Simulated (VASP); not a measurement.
Write the native input for VASP 6.6.1 that does the following.

| Property | Result |
| --- | --- |
| Task | single point |
| Functional | PBEsol |
| Potentials or basis | VASP PAW PBE potentials, release 64 (Cd_sv_GW, F) |
| Cutoff | 600 eV |
| k mesh | 8 × 8 × 8 |
| Occupations | gaussian, width 0.02 eV |
| Spin | no spin polarisation |
| Dipole correction | no |
| Second run | valence_matched |
| Further INCAR settings | ALGO = Normal; EDIFF = 1e-06; NBANDS = 24 |

The structure of CdF2 lies in POSCAR:

```
CdF2
1.0
    0.0000000000      2.6146347600      2.6146347600
    2.6146347600      0.0000000000      2.6146347600
    2.6146347600      2.6146347600      0.0000000000
Cd F
1 2
Direct
    0.0000000000      0.0000000000      0.0000000000
    0.2500000000      0.2500000000      0.2500000000
    0.7500000000      0.7500000000      0.7500000000
```

This cell differs from its parent crystal: strained.

These files were run (other wordings do the same):

INCAR

```
SYSTEM = CdF2
PREC     = Accurate       ! precision mode
ENCUT    = 600            ! plane-wave cutoff, eV
EDIFF    = 1E-6           ! SCF threshold, eV
ISMEAR   = 0              ! smearing method
SIGMA    = 0.02           ! smearing width, eV
LREAL    = .FALSE.        ! projectors in reciprocal space
LASPH    = .TRUE.         ! aspherical terms in the spheres
NELM     = 120            ! most SCF steps
ALGO     = Normal         ! electronic algorithm
ISIF     = 2              ! what is computed and relaxed
LWAVE    = .FALSE.        ! write WAVECAR
LCHARG   = .FALSE.        ! write CHGCAR
GGA      = PS             ! functional
NBANDS   = 24             ! bands
GGA_COMPAT= .FALSE.
```

KPOINTS

```
Automatic mesh
0
G
  8 8 8
  0 0 0
```

Potentials or basis: VASP PAW PBE potentials, release 64 (Cd_sv_GW, F).

Launch:

```sh
$ cat potpaw_PBE.64/Cd_sv_GW/POTCAR potpaw_PBE.64/F/POTCAR > POTCAR
$ mpirun -np 1 vasp_std > vasp.out
```

Results of the run:

```
Pressure               : 11.0 GPa
Band gap on the k mesh : 3.23 eV, indirect (least direct gap 3.59 eV)
```

Caveat: the cell differs from its parent crystal (strained); the PAW data sets were made with another functional, which shifts forces and pressure a little.

Run time: 18 s on 1 thread of Intel(R) Xeon(R) 6975P-C (Granite Rapids), with other jobs on the host, peak memory 0.19 GiB.
